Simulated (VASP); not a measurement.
Write the native input for VASP 6.6.1 that does the following.

```
Task                   : single point
Functional             : PBEsol
Potentials or basis    : VASP PAW PBE potentials, release 64 (Sn_d, O)
Cutoff                 : 520 eV
k mesh                 : 6 × 4 × 6
Occupations            : gaussian, width 0.01 eV
Spin                   : no spin polarisation
Dipole correction      : no
Further INCAR settings : ALGO = Normal; EDIFF = 1e-06; NBANDS = 28
```

The structure of SnO lies in POSCAR:

```
SnO
1.0
    3.3991548656      0.0000000000      0.0000000000
    0.0000000000      5.7487718259      0.0000000000
    0.0000000000      0.0000000000      4.2775286081
Sn O
2 2
Direct
    0.0000000000      0.2319090000      0.5131440000
    0.5000000000      0.7680910000      0.0131440000
    0.0000000000      0.8912500000      0.7368570000
    0.5000000000      0.1087500000      0.2368570000
```

The input as run:

INCAR

```
PREC = Accurate ; ENCUT = 520
EDIFF = 1E-6 ; ISMEAR = 0
SIGMA = 0.01 ; LREAL = F
LASPH = T ; NELM = 80
ALGO = Normal ; ISIF = 2
LWAVE = F ; LCHARG = F
GGA = PS ; NBANDS = 28
```

KPOINTS

```
Automatic mesh
0
Gamma
  6 4 6
```

Potentials or basis: VASP PAW PBE potentials, release 64 (Sn_d, O).

Command:

```sh
$ cat potpaw_PBE.64/Sn_d/POTCAR potpaw_PBE.64/O/POTCAR > POTCAR
$ mpirun -np 1 vasp_std > vasp.out
```

It gave:

```yaml
Pressure: -5.4 GPa
Largest_force: 0.855 eV/Å
Band_gap_on_the_k_mesh: 1.63 eV (least direct gap 2.38 eV)
```

Caveat: the cell stands under tension; the PAW data sets were made with another functional, which shifts forces and pressure a little; spin-orbit coupling is left out, which moves the levels of the heavy elements.

It took 4.9 min on 1 thread of Intel Xeon 8259CL, with other jobs on the host, peak memory 0.25 GiB.
